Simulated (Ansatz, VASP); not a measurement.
# Two plane-wave programs on SnTe

```
CELL_PARAMETERS angstrom
0.00000 3.17172 3.17172
3.17172 0.00000 3.17172
3.17172 3.17172 0.00000
ATOMIC_POSITIONS crystal
Te 0.50000 0.50000 0.50000
Sn 0.00000 0.00000 0.00000
```

Alike in both runs: task single point; functional PBE; k mesh 7 × 7 × 7; occupations fermi-dirac, width 0.05 eV; non-collinear spin, spin-orbit coupling.

```csv
,VASP,Ansatz
version,VASP 6.6.1,Ansatz 0.2.0
potentials or method,"VASP PAW PBE potentials, release 64 (Te, Sn_d)",Ansatz PAW
plane-wave cutoff (eV),520,420
valence electrons in the cell,20,30
```

```csv
,VASP,Ansatz,Ansatz less VASP
pressure (GPa),1.3,1.3,+0.01
net moment per atom (μB),0.00,0.00,0.000
```

The functional is the same, so the differences come from potentials, cutoffs and numerics. VASP's potentials hold 20 valence electrons a cell and Ansatz's 30, so a difference there can come from the potentials and not from the codes.
